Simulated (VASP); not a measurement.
A run of VASP 6.6.1:

INCAR

```
SYSTEM = BaTiO3
  ALGO = Normal
  EDIFF = 1E-6
  ENCUT = 520
  GGA = PE
  ISIF = 2
  ISMEAR = 0
  LASPH = .TRUE.
  LCHARG = .FALSE.
  LREAL = .FALSE.
  LWAVE = .FALSE.
  NBANDS = 28
  NELM = 60
  PREC = Accurate
  SIGMA = 0.05
```

File KPOINTS:

```
k-points
0
G
  8 8 6
  0 0 0
```

The input POSCAR:

```
BaTiO3
1.0
    3.9255733564      0.0000000000      0.0000000000
    0.0000000000      3.9255733564      0.0000000000
    0.0000000000      0.0000000000      4.0757530286
Ba Ti O
1 1 3
Direct
    0.0000000000      0.0000000000      0.9863187693
    0.5000000000      0.5000000000      0.4690806688
    0.5000000000      0.5000000000      0.0378497747
    0.5000000000      0.0000000000      0.5173753936
    0.0000000000      0.5000000000      0.5173753936
```

Potentials or basis: VASP PAW PBE potentials, release 64 (Ba_sv, Ti_sv, O).

The run is started by

```bash
$ cat potpaw_PBE.64/Ba_sv/POTCAR potpaw_PBE.64/Ti_sv/POTCAR potpaw_PBE.64/O/POTCAR > POTCAR
$ mpirun -np 1 vasp_std > vasp.out
```

Hardware: 1 thread of Intel Xeon 8259CL (shared host).

**Question.** How long does it take, and how much memory?

**Answer.** It took 3.4 min on 1 thread of Intel Xeon 8259CL (shared host), peak memory 0.24 GiB. Counts: scf iterations 17, k points 60.
